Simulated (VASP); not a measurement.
# TePb (R-3m) in VASP: single point with HSE06

Aim: the single point of TePb with HSE06.

All numbers are computed with VASP 6.6.1; they aren't measurements. Logs are shortened: lines on timing, memory, paths and dates and some standing lists are left out, and cuts for length are marked.

### 1 The cell of the first run

It takes space group R-3m (No. 166, trigonal). The conventional cell has a = 4.621 Å, b = 4.621 Å, c = 11.547 Å, α = 90.00°, β = 90.00°, γ = 120.00°. Pb (site symmetry -3m) has 6 Te at 3.29 Å within 4.3 Å. Te (site symmetry -3m) has 6 Pb at 3.29 Å within 4.3 Å.

### 2 Single point, HSE06 (strain along [111] +2.0%)

File POSCAR:

```
TePb
1.0
    0.0435711580      3.3114080100      3.3114080100
    3.3114080100      0.0435711580      3.3114080100
    3.3114080100      3.3114080100      0.0435711580
Pb Te
1 1
Direct
    0.0000000000      0.0000000000      0.0000000000
    0.5000000000      0.5000000000      0.5000000000
```

File INCAR.step1:

```
ALGO = Normal ; EDIFF = 1E-5
ENCUT = 400 ; GGA = PE
GGA_COMPAT = F ; ISIF = 2
ISMEAR = 0 ; KPAR = 4
LASPH = T ; LCHARG = F
LREAL = F ; LWAVE = T
NBANDS = 17 ; NELM = 120
PREC = Accurate ; SIGMA = 0.01
```

File INCAR.step2:

```
ALGO = Normal ; EDIFF = 1E-6
ENCUT = 400 ; GGA = PE
GGA_COMPAT = F ; HFSCREEN = 0.2079
ISIF = 2 ; ISMEAR = 0
ISTART = 1 ; KPAR = 4
LASPH = T ; LCHARG = F
LHFCALC = T ; LREAL = F
LWAVE = F ; NBANDS = 17
NELM = 120 ; PREC = Accurate
PRECFOCK = Normal ; SIGMA = 0.01
```

File KPOINTS:

```
k-points
0
Gamma
  6 6 6
```

Potentials or basis: VASP PAW PBE potentials, release 64 (Pb_d, Te).

Started as:

```bash
$ cat potpaw_PBE.64/Pb_d/POTCAR potpaw_PBE.64/Te/POTCAR > POTCAR
$ cp INCAR.step1 INCAR
$ mpirun -np 4 vasp_std > vasp.out
$ cp INCAR.step2 INCAR
$ mpirun -np 4 vasp_std > vasp.out
```

OUTCAR:

```text
EDIFF = 1E-6
   ENCUT = 400
   GGA = PE
   HFSCREEN = 0.2079
   ISIF = 2
   ISMEAR = 0
   ISTART = 1
   LASPH = T
   LHFCALC = T
   LREAL = F
   NELM = 120
   PREC = Accurate
   PRECFOCK = Normal

 ion  position               nearest neighbor table
   1  0.000  0.000  0.000-   2 3.29   2 3.29   2 3.29   2 3.29   2 3.29   2 3.29
   2  0.500  0.500  0.500-   1 3.29   1 3.29   1 3.29   1 3.29   1 3.29   1 3.29

  LATTYP: Found a trigonal (rhomboedric) cell.
 ALAT       =     4.6832408077
 COS(alpha) =     0.5131134770

  Lattice vectors:

 A1 = (   0.0435711580,   3.3114080100,   3.3114080100)
 A2 = (   3.3114080100,   0.0435711580,   3.3114080100)
 A3 = (   3.3114080100,   3.3114080100,   0.0435711580)

Analysis of symmetry for initial positions (statically):
=====================================================================
 Subroutine PRICEL returns:
 Original cell was already a primitive cell.

 Routine SETGRP: Setting up the symmetry group for a
 trigonal (rhombohedral) supercell.

 Subroutine GETGRP returns: Found 12 space group operations
 (whereof 12 operations were pure point group operations)
 out of a pool of 12 trial point group operations.

The static configuration has the point symmetry D_3d.

Analysis of symmetry for dynamics (positions and initial velocities):
=====================================================================
 Subroutine PRICEL returns:
 Original cell was already a primitive cell.

 Routine SETGRP: Setting up the symmetry group for a
 trigonal (rhombohedral) supercell.

 Subroutine GETGRP returns: Found 12 space group operations
 (whereof 12 operations were pure point group operations)
 out of a pool of 12 trial point group operations.

The dynamic configuration has the point symmetry D_3d.

 Subroutine INISYM returns: Found 12 space group operations
 (whereof 12 operations are pure point group operations),
 and found     1 'primitive' translations

----------------------------------------------------------------------------------------

                                     Primitive cell

  volume of cell :      71.1887

  direct lattice vectors                    reciprocal lattice vectors
     0.043571158  3.311408010  3.311408010    -0.154006456  0.152006373  0.152006373
     3.311408010  0.043571158  3.311408010     0.152006373 -0.154006456  0.152006373
     3.311408010  3.311408010  0.043571158     0.152006373  0.152006373 -0.154006456

  length of vectors
     4.683240808  4.683240808  4.683240808     0.264442552  0.264442552  0.264442552

  position of ions in fractional coordinates (direct lattice)
     0.000000000  0.000000000  0.000000000
     0.500000000  0.500000000  0.500000000

  ion indices of the primitive-cell ions
   primitive index   ion index
                 1           1
                 2           2

----------------------------------------------------------------------------------------

 KPOINTS: k-points

Automatic generation of k-mesh.
 Grid dimensions read from file:
 generate k-points for:    6    6    6

 Generating k-lattice:

  Cartesian coordinates                     Fractional coordinates (reciprocal lattice)
    -0.025667743  0.025334395  0.025334395     0.166666667  0.000000000  0.000000000
     0.025334395 -0.025667743  0.025334395     0.000000000  0.166666667  0.000000000
     0.025334395  0.025334395 -0.025667743     0.000000000  0.000000000  0.166666667

  Length of vectors
     0.044073759  0.044073759  0.044073759

  Shift w.r.t. Gamma in fractional coordinates (k-lattice)
     0.000000000  0.000000000  0.000000000

 Subroutine IBZKPT returns following result:
 ===========================================

 Found     32 irreducible k-points:

 Following reciprocal coordinates:
            Coordinates               Weight
  0.000000  0.000000  0.000000      1.000000
  0.166667 -0.000000 -0.000000      6.000000
  0.333333  0.000000  0.000000      6.000000
  0.500000  0.000000  0.000000      3.000000
  0.166667  0.166667  0.000000      6.000000
  0.333333  0.166667 -0.000000     12.000000
[... 16 lines left out ...]
  0.500000  0.500000  0.166667      6.000000
 -0.333333  0.500000  0.166667     12.000000
 [... further k-points ...]
   k-points           NKPTS =     32   k-points in BZ     NKDIM =    216   number of bands    NBANDS=     17
   number of dos      NEDOS =    301   number of ions     NIONS =      2
   total plane-waves  NPLWV =  32768
   dimension x,y,z NGX =    32 NGY =   32 NGZ =   32
   dimension x,y,z NGXF=    64 NGYF=   64 NGZF=   64
   ions per type =               1   1
   NGX,Y,Z   is equivalent  to a cutoff of  11.36, 11.36, 11.36 a.u.
   NGXF,Y,Z  is equivalent  to a cutoff of  22.72, 22.72, 22.72 a.u.
 SYSTEM =  unknown system
   PREC   = accura    normal or accurate (medium, high low for compatibility)
   ISTART =      1    job   : 0-new  1-cont  2-samecut
   ICHARG =      0    charge: 1-file 2-atom 10-const
   ISPIN  =      1    spin polarized calculation?
   LNONCOLLINEAR =      F non collinear calculations
   LSORBIT =      F    spin-orbit coupling
   LASPH  =      T    aspherical Exc in radial PAW
   ENCUT  =  400.0 eV  29.40 Ry    5.42 a.u.   7.64  7.64  7.64*2*pi/ulx,y,z
   NELM   =    120;   NELMIN=  2; NELMDL=  0     # of ELM steps
   EDIFF  = 0.1E-05   stopping-criterion for ELM
   LREAL  =      F    real-space projection
   EDIFFG = 0.1E-04   stopping-criterion for IOM
   NSW    =      0    number of steps for IOM
   IBRION =     -1    ionic relax: 0-MD 1-quasi-New 2-CG
   NFREE  =      0    steps in history (QN), initial steepest desc. (CG)
   ISIF   =      2    stress and relaxation
   ISYM   =      3    0-nonsym 1-usesym 2-fastsym
   POTIM  = 0.5000    time-step for ionic-motion
   TEBEG  =    0.0;   TEEND  =   0.0 temperature during run
   PSTRESS=    0.0 pullay stress
   NELECT =      20.0000    total number of electrons
   NUPDOWN=      -1.0000    fix difference up-down
   EMIN   =  10.00;   EMAX   =-10.00  energy-range for DOS
   EFERMI =   0.00;   METHOD = LEGACY
   ISMEAR =     0;   SIGMA  =   0.01  broadening in eV -4-tet -1-fermi 0-gaus
   EFERMI_NEDOS =   21; number of points for ismear=-14 and -15
   IALGO  =     38    algorithm
   IMIX   =      1    mixing-type and parameters
     AMIX     =   0.40;   BMIX     =  1.00
     AMIX_MAG =   1.60;   BMIX_MAG =  1.00
  volume/ion in A,a.u.               =      35.59       240.20
  Fermi-wavevector in a.u.,A,eV,Ry     =   1.072213  2.026189 15.641812  1.149641
  Thomas-Fermi vector in A             =   2.207976
   LORBIT       =      0    0 simple, 1 ext, 2 COOP (PROOUT), +10 PAW based schemes
   GGA     = PE    functional components
   LHFCALC =     T    Hartree Fock is set to
   PRECFOCK=normal    Normal, Fast or Accurate (Low or Medium for compatibility)
   ENCUT4O =  -1.0   cutoff for four orbital integrals eV
   NKREDX  =     1    reduce k-point grid by
   NKREDY  =     1    reduce k-point grid by
   NKREDZ  =     1    reduce k-point grid by
   AEXX    =    0.2500 exact exchange contribution
   HFSCREEN=    0.2079 screening length (either q_TF or 0.3 A-1)
   HFSCREENC=   0.2079 screening length for correlation (either q_TF or 0.3 A-1)
   ENCUTFOCK=  -1.0 apply spherical cutoff to Coloumb kernel
   IVDW    =     0    specifies the selected vdW correction
   LEPSILON=     F    determine dielectric tensor
   LRPA    =     F    only Hartree local field effects (RPA)
 non-spin polarized calculation
 Gauss-broadening in eV      SIGMA  =   0.01
  energy-cutoff  :      400.00
  volume of cell :       71.19
 maximum number of plane-waves:      1310
 NGX is ok and might be reduce to    32
  NGX = 24; NGY = 24; NGZ = 24

 number of electron      20.0000001 magnetization

 Free energy of the ion-electron system (eV)
  ---------------------------------------------------
  ext. energy  EPLUGINS =         0.00000000
  ---------------------------------------------------
  free energy    TOTEN  =        -8.96680504 eV

  energy without entropy =       -8.96680504  energy(sigma->0) =       -8.96680504

 E-fermi :   4.8736     XC(G=0):  -7.5706

 val. band max:        4.7423938188   @ k =   0.5000   0.5000   0.5000
 cond. band min:       5.8192725429   @ k =   0.5000   0.0000   0.0000
 fundamental gap:      1.0768787241
 Fermi energy:         4.8735670846

 k-point     1 :       0.0000    0.0000    0.0000
  band No.  band energies     occupation
      1     -13.8118      2.00000
      2     -13.8118      2.00000
      3     -13.7992      2.00000
      4     -13.7992      2.00000
      5     -13.7974      2.00000
      6      -8.1376      2.00000
[... 9 lines left out ...]
     16      11.2399      0.00000
     17      12.6506      0.00000

 k-point     2 :       0.1667   -0.0000   -0.0000
  band No.  band energies     occupation
      1     -13.8152      2.00000
      2     -13.8139      2.00000
      3     -13.7987      2.00000
      4     -13.7969      2.00000
      5     -13.7944      2.00000
      6      -7.8930      2.00000
[... 9 lines left out ...]
     16      11.7772      0.00000
     17      14.2676      0.00000

 k-point     3 :       0.3333    0.0000    0.0000
  band No.  band energies     occupation
      1     -13.8226      2.00000
      2     -13.8201      2.00000
      3     -13.7980      2.00000
      4     -13.7900      2.00000
      5     -13.7875      2.00000
      6      -7.2326      2.00000
[... 9 lines left out ...]
     16      13.2148      0.00000
     17      16.3033      0.00000

 k-point     4 :       0.5000    0.0000    0.0000
  band No.  band energies     occupation
      1     -13.8265      2.00000
      2     -13.8235      2.00000
      3     -13.7977      2.00000
      4     -13.7863      2.00000
      5     -13.7838      2.00000
      6      -6.6869      2.00000
[... 9 lines left out ...]
     16      14.8313      0.00000
     17      14.9018      0.00000
[... 343 lines left out ...]
      1     -13.8393      2.00000
      2     -13.8136      2.00000
      3     -13.7992      2.00000
      4     -13.7871      2.00000
      5     -13.7831      2.00000
      6      -6.7692      2.00000
[... 9 lines left out ...]
     16      14.4605      0.00000
     17      14.9823      0.00000

 k-point    23 :       0.5000    0.5000    0.1667
  band No.  band energies     occupation
      1     -13.8520      2.00000
      2     -13.8079      2.00000
      3     -13.8028      2.00000
      4     -13.7816      2.00000
      5     -13.7812      2.00000
      6      -6.5439      2.00000
[... 9 lines left out ...]
     16      15.5167      0.00000
     17      16.1961      0.00000

 k-point    24 :      -0.3333    0.5000    0.1667
  band No.  band energies     occupation
      1     -13.8515      2.00000
      2     -13.8106      2.00000
      3     -13.8000      2.00000
      4     -13.7858      2.00000
      5     -13.7781      2.00000
      6      -6.3496      2.00000
[... 9 lines left out ...]
     16      15.9772      0.00000
     17      16.8288      0.00000

 [... further k-points ...]

------------------------ aborting loop because EDIFF is reached ----------------------------------------

  FORCE on cell =-STRESS in cart. coord.  units (eV):
  Direction    XX          YY          ZZ          XY          YZ          ZX
  --------------------------------------------------------------------------------------
  -------------------------------------------------------------------------------------
  Total       -0.5676289     -0.5676289     -0.5676289     -0.0944929     -0.0944929     -0.0944929
  in kB      -12.7750858    -12.7750858    -12.7750858     -2.1266620     -2.1266620     -2.1266620
  external PRESSURE =     -12.7750858 kB  Pullay stress =       0.0000000 kB

 VOLUME and BASIS-vectors are now :
 -----------------------------------------------------------------------------
  energy-cutoff  :      400.00
  volume of cell :       71.19
      direct lattice vectors                 reciprocal lattice vectors
     0.043571158  3.311408010  3.311408010    -0.154006456  0.152006373  0.152006373
     3.311408010  0.043571158  3.311408010     0.152006373 -0.154006456  0.152006373
     3.311408010  3.311408010  0.043571158     0.152006373  0.152006373 -0.154006456

 POSITION                                       TOTAL-FORCE (eV/Angst)
 -----------------------------------------------------------------------------------
      0.00000      0.00000      0.00000         0.000000     -0.000000     -0.000000
      3.33319      3.33319      3.33319        -0.000000      0.000000      0.000000
 -----------------------------------------------------------------------------------
    total drift:                               -0.000004      0.000002     -0.000003

  FREE ENERGIE OF THE ION-ELECTRON SYSTEM (eV)
  ---------------------------------------------------
  free  energy   TOTEN  =        -8.9668050400 eV

  energy  without entropy=       -8.9668050400  energy(sigma->0) =       -8.96680504
```

It took 23 min on 4 MPI ranks of Intel Xeon Platinum 8259CL at 2.50GHz (Skylake/Cascade Lake), shared host; peak memory 0.3 GiB.

Results:

- Free energy: -8.9668 eV
- Pressure: -1.3 GPa
- Band gap on the k mesh: 1.08 eV (least direct gap 1.19 eV)

Stress tensor (GPa, compression positive):
```
-1.28 -0.21 -0.21
-0.21 -1.28 -0.21
-0.21 -0.21 -1.28
```

Caveat: the cell differs from its parent crystal (strain along [111] +2.0%); the structure was generated, so it needn't be the stable form of TePb; the PAW data sets were made with another functional, which shifts forces and pressure a little; spin-orbit coupling is left out, which moves the levels of the heavy elements. A k mesh can miss the band edges.
